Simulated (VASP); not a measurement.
# Al36O (a cell with a defect) in VASP: a series of runs

Runs on Al36O (a cell with a defect). Level: PBE. Tasks: single point.

Everything below comes from runs of VASP 6.6.1. Logs are shortened: lines on timing, memory, paths and dates and some standing lists are left out, and cuts for length are marked.

### Step 1. The cell of the first run

The cell holds a defect, 37 atoms: a = 8.568 Å, b = 8.568 Å, c = 11.424 Å, α = 60.00°, β = 60.00°, γ = 60.00°.

### Step 2. Single point, PBE

INCAR reads:

```
PREC = Accurate ; ENCUT = 520
EDIFF = 1E-6 ; ISMEAR = 1
SIGMA = 0.1 ; LREAL = Auto
LASPH = T ; NELM = 60
ALGO = Normal ; ISIF = 2
LWAVE = F ; LCHARG = F
GGA = PE ; NBANDS = 81
```

KPOINTS reads:

```
regular mesh
0
Gamma
  2 2 2
```

POSCAR reads:

```
Al36O
1.0
    0.0000000000      6.0583944000      6.0583944000
    6.0583944000      0.0000000000      6.0583944000
    8.0778592000      8.0778592000      0.0000000000
Al O
36 1
Direct
    0.0035412023      0.0047664444     -0.0053224498
    0.0008952042      0.0009970463      0.2455673528
    0.0041259282     -0.0037490956      0.5006362948
    0.0032055523      0.0043393510      0.7481323146
    0.0031037101      0.3369900282     -0.0036006446
    0.0018984403      0.3334257175      0.2482189217
    0.0029026668      0.3367497005      0.4963892537
   -0.0021232523      0.3411335353      0.7474316339
   -0.0009637867      0.6695929205      0.0008151912
   -0.0022750252      0.6685697121      0.2468213360
   -0.0083020346      0.6758208082      0.4923085314
   -0.0069357485      0.6760886185      0.7549953953
    0.3358962566     -0.0045241360      0.0006775310
    0.3366230168     -0.0065157528      0.2512767244
    0.3349903235     -0.0060378208      0.5005537234
    0.3395499474     -0.0132930435      0.7514979340
    0.3360667638      0.3315822423      0.0036711459
    0.3351458928      0.3301379653      0.2450805283
    0.3520719120      0.3249886637      0.4759502988
    0.3540300216      0.3254224420      0.7629924399
    0.3352771157      0.6637519340      0.0001002741
    0.3337475850      0.6632964503      0.2513900589
    0.3337637609      0.6637553177      0.4997552446
    0.3331990073      0.6627576112      0.7500294137
    0.6680247658      0.0011386680     -0.0013340787
    0.6674095037     -0.0010494530      0.2487971070
    0.6700086247     -0.0030155680      0.4984082292
    0.6704739295     -0.0030375210      0.7495844320
    0.6721213132      0.3313873062     -0.0021426469
    0.6744728438      0.3329070983      0.2436909893
    0.6774894847      0.3325745019      0.4959704546
    0.6763160715      0.3329485284      0.7476592932
    0.6638975997      0.6671114875      0.0020126001
    0.6651037773      0.6659528472      0.2505443521
    0.6635794461      0.6670315158      0.4996062571
    0.6723427415      0.6625355226      0.7479146826
    0.2507595082      0.3273535642      0.6573122740
```

Potentials or basis: VASP PAW PBE potentials, release 64 (Al, O).

The run is started by

```console
$ cat potpaw_PBE.64/Al/POTCAR potpaw_PBE.64/O/POTCAR > POTCAR
$ mpirun -np 1 vasp_std > vasp.out
```

OUTCAR:

```text
PREC = Accurate
   ENCUT = 520
   EDIFF = 1E-6
   ISMEAR = 1
   LREAL = Auto
   LASPH = T
   NELM = 60
   ISIF = 2
   GGA = PE

 ion  position               nearest neighbor table
   1  0.004  0.005  0.995-  29 2.82   4 2.82  16 2.83   2 2.84  13 2.84   8 2.85   5 2.85   9 2.86
                            25 2.87  10 2.88  21 2.88  26 2.89
   2  0.001  0.001  0.246-  11 2.80  30 2.82  13 2.83   1 2.84  26 2.85  10 2.85  27 2.86   5 2.86
                             6 2.87  22 2.87  14 2.88   3 2.91
   3  0.004  0.996  0.501-  15 2.82  12 2.83  23 2.84  31 2.84  14 2.85  11 2.85  28 2.85   4 2.86
                            27 2.87   6 2.89   7 2.89   2 2.91
   4  0.003  0.004  0.748-  32 2.81  12 2.82   1 2.82  16 2.83  15 2.84   3 2.86   8 2.86   7 2.86
                            25 2.87  28 2.87   9 2.88  24 2.88
   5  0.003  0.337  0.996-  30 2.82  12 2.83  20 2.85   8 2.85  29 2.85   1 2.85   6 2.86   9 2.86
                             2 2.86  33 2.87  17 2.87  13 2.89
   6  0.002  0.333  0.248-  31 2.81  18 2.82  17 2.83  30 2.83  10 2.85   9 2.85   7 2.85   5 2.86
                            34 2.87   2 2.87   3 2.89  14 2.89
   7  0.003  0.337  0.496-  31 2.81  32 2.83  19 2.84  11 2.84  10 2.85   6 2.85  18 2.86   4 2.86
                             8 2.87  35 2.87   3 2.89  15 2.89
   8  0.998  0.341  0.747-  37 1.84  36 2.77  32 2.79  29 2.83   5 2.85   1 2.85   4 2.86   7 2.87
                            11 2.89  12 2.89  16 2.98  19 3.07  20 3.08
   9  0.999  0.670  0.001-  10 2.80  12 2.81  25 2.84  21 2.85   6 2.85   1 2.86  34 2.86   5 2.86
[... 40 lines left out ...]
                            18 2.86  26 2.86  33 2.87  21 2.87
  30  0.674  0.333  0.244-  19 2.71  33 2.81   2 2.82   5 2.82  29 2.83   6 2.83  34 2.85  26 2.86
                            22 2.88  31 2.89  27 2.89  18 2.91
  31  0.677  0.333  0.496-   6 2.81   7 2.81  35 2.83  34 2.83   3 2.84  32 2.87  28 2.89  23 2.89
                            30 2.89  27 2.89  20 2.92  19 2.94
  32  0.676  0.333  0.748-  20 2.71   8 2.79   4 2.81  36 2.81  29 2.83   7 2.83  35 2.85  25 2.86
                            31 2.87  24 2.88  28 2.89  17 2.92
  33  0.664  0.667  0.002-  13 2.81  30 2.81  12 2.82  22 2.84  34 2.84  21 2.84  28 2.86  25 2.86
                            29 2.87   5 2.87   9 2.88  36 2.89
  34  0.665  0.666  0.251-  14 2.81  31 2.83  33 2.84  10 2.84  23 2.84  35 2.84  22 2.85  26 2.85
                            30 2.85   9 2.86   6 2.87  25 2.87
  35  0.664  0.667  0.500-  15 2.81  11 2.81  31 2.83  23 2.84  34 2.84  24 2.85  27 2.85  32 2.85
                            26 2.85  36 2.86   7 2.87  10 2.88
  36  0.672  0.663  0.748-   8 2.77  32 2.81  16 2.81  11 2.83  29 2.85  12 2.85  35 2.86  27 2.86
                            28 2.87  21 2.88  33 2.89  24 2.89
  37  0.251  0.327  0.657-  19 1.81  20 1.81   8 1.84  16 2.39

  LATTYP: Found a base centered monoclinic cell.
 ALAT       =    14.8399749405
 B/A-ratio  =     0.5773502692
 C/A-ratio  =     0.7698003589
 COS(beta)  =    -0.5773502692

  Lattice vectors:

[... 196 lines left out ...]
   EMIN   =  10.00;   EMAX   =-10.00  energy-range for DOS
   EFERMI =   0.00;   METHOD = LEGACY
   ISMEAR =     1;   SIGMA  =   0.10  broadening in eV -4-tet -1-fermi 0-gaus
   EFERMI_NEDOS =   21; number of points for ismear=-14 and -15
   IALGO  =     38    algorithm
   IMIX   =      4    mixing-type and parameters
     AMIX     =   0.40;   BMIX     =  1.00
     AMIX_MAG =   1.60;   BMIX_MAG =  1.00
  volume/ion in A,a.u.               =      16.03       108.15
  Fermi-wavevector in a.u.,A,eV,Ry     =   0.944850  1.785507 12.146474  0.892741
  Thomas-Fermi vector in A             =   2.072694
   LORBIT       =      0    0 simple, 1 ext, 2 COOP (PROOUT), +10 PAW based schemes
   GGA     = PE    functional components
   LHFCALC =     F    Hartree Fock is set to
   AEXX    =    0.0000 exact exchange contribution
   IVDW    =     0    specifies the selected vdW correction
   LEPSILON=     F    determine dielectric tensor
   LRPA    =     F    only Hartree local field effects (RPA)
 non-spin polarized calculation
 Methfessel and Paxton  Order N= 1 SIGMA  =   0.10
  energy-cutoff  :      520.00
  volume of cell :      592.98
 maximum number of plane-waves:     15989
 NGX is ok and might be reduce to    64
   NGX = 31   NGY = 31   NGZ = 43

 number of electron     114.0000003 magnetization

 Free energy of the ion-electron system (eV)
  ---------------------------------------------------
  ext. energy  EPLUGINS =         0.00000000
  ---------------------------------------------------
  free energy    TOTEN  =      -144.07848937 eV

  energy without entropy =     -144.08060923  energy(sigma->0) =     -144.07919599

 E-fermi :   8.2397     XC(G=0): -10.2587

 val. band max:        8.2006048082   @ k =   0.5000   0.0000   0.0000
 cond. band min:       8.2654955095   @ k =   0.0000   0.0000   0.5000
 fundamental gap:      0.0648907013
 Fermi energy:         8.2397094741

 k-point     1 :       0.0000    0.0000    0.0000
  band No.  band energies     occupation
      1     -12.8203      2.00000
      2      -2.9599      2.00000
      3      -1.5590      2.00000
      4      -1.2455      2.00000
      5      -0.8354      2.00000
      6      -0.4949      2.00000
[... 565 lines left out ...]
     68       9.8146     -0.00000
     69      10.0313     -0.00000
 [bands above 69 left out]

------------------------ aborting loop because EDIFF is reached ----------------------------------------

  FORCE on cell =-STRESS in cart. coord.  units (eV):
  Direction    XX          YY          ZZ          XY          YZ          ZX
  --------------------------------------------------------------------------------------
  -------------------------------------------------------------------------------------
  Total        6.3353761      5.8141995      5.6526146      5.4910037      0.0529728     -0.1982867
  in kB       17.1175507     15.7093839     15.2727978     14.8361412      0.1431273     -0.5357507
  external PRESSURE =      16.0332441 kB  Pullay stress =       0.0000000 kB

 VOLUME and BASIS-vectors are now :
 -----------------------------------------------------------------------------
  energy-cutoff  :      520.00
  volume of cell :      592.98
      direct lattice vectors                 reciprocal lattice vectors
     0.000000000  6.058394400  6.058394400    -0.082530117  0.082530117  0.082530117
     6.058394400  0.000000000  6.058394400     0.082530117 -0.082530117  0.082530117
     8.077859200  8.077859200  0.000000000     0.061897588  0.061897588 -0.061897588

 POSITION                                       TOTAL-FORCE (eV/Angst)
 -----------------------------------------------------------------------------------
      8.06374      8.05632      0.05033        -0.011405      0.006764      0.014781
      1.98970      1.98908      0.01146        -0.012513      0.016647     -0.011217
     10.07975      4.06907      6.06068         0.044973     -0.031385      0.028229
      6.06960      6.06273      0.04571        -0.016012      0.022867     -0.000644
     10.09039      8.06758      2.06042         0.035839     -0.002577      0.006988
      4.02510      2.01658      2.03153         0.021276     -0.008012      0.003748
[... 29 lines left out ...]
     10.05545     10.11487      8.08722         0.033570     -0.018577     -0.002036
      7.29291      6.82888      3.50244        -0.362489      0.362447     -0.867644
 -----------------------------------------------------------------------------------
    total drift:                                0.020626     -0.001288     -0.015331

  FREE ENERGIE OF THE ION-ELECTRON SYSTEM (eV)
  ---------------------------------------------------
  free  energy   TOTEN  =      -144.0784893722 eV

  energy  without entropy=     -144.0806092297  energy(sigma->0) =     -144.07919599
```

stdout:

```text
POSCAR found type information on POSCAR AlO
 POSCAR found :  2 types and      37 ions
 scaLAPACK will be used
 LDA part: xc-table for (Slater+PW92), standard interpolation
 POSCAR, INCAR and KPOINTS ok, starting setup
 FFT: planning ... GRIDC
 FFT: planning ... GRID_SOFT
 FFT: planning ... GRID
 WAVECAR not read
 entering main loop
```

It took 14 min on 1 thread of Intel Xeon Platinum 8488C (Sapphire Rapids), shared host; peak memory 0.81 GiB.

Results:

```yaml
Free_energy: -144.0785 eV
Pressure: 1.6 GPa
Largest_force: 1.008 eV/Å
Band_gap_on_the_k_mesh: zero (bands 57 and 58 overlap by 0.78 eV)
```

Forces in eV/Å, atoms in the order of the input:
```
Al  -0.011  0.007  0.015
Al  -0.013  0.017 -0.011
Al   0.045 -0.031  0.028
Al  -0.016  0.023 -0.001
Al   0.036 -0.003  0.007
Al   0.021 -0.008  0.004
Al   0.000 -0.039 -0.013
Al   0.102 -0.079 -0.195
Al  -0.013 -0.001  0.017
Al   0.003  0.010  0.013
Al   0.013  0.077  0.026
Al  -0.086  0.001  0.024
Al  -0.014 -0.039  0.043
Al   0.003 -0.009  0.028
Al   0.052  0.014  0.060
Al   0.036 -0.018  0.077
Al   0.009 -0.003  0.002
Al   0.005  0.001  0.003
Al   0.062 -0.062  0.166
Al   0.044 -0.089  0.122
Al  -0.004 -0.003  0.025
Al  -0.016 -0.014  0.042
Al   0.015 -0.012  0.191
Al   0.003  0.004  0.042
Al   0.002  0.005  0.006
Al  -0.013  0.003  0.029
Al   0.003 -0.008  0.011
Al   0.001 -0.003  0.008
Al   0.031 -0.002 -0.006
Al  -0.003 -0.003  0.019
Al   0.062 -0.073 -0.042
Al   0.002 -0.010 -0.006
Al  -0.018 -0.011  0.020
Al  -0.022  0.000  0.057
Al   0.009  0.017  0.059
Al   0.034 -0.019 -0.002
O   -0.362  0.362 -0.868
```

Caveat: the k points lie up to 0.45 Å⁻¹ apart, too coarse for converged energies and pressures of a metal.

(Part 1 of 2 ends here.)

The gap in the log of VASP goes by the Fermi energy; the results here count the filled bands.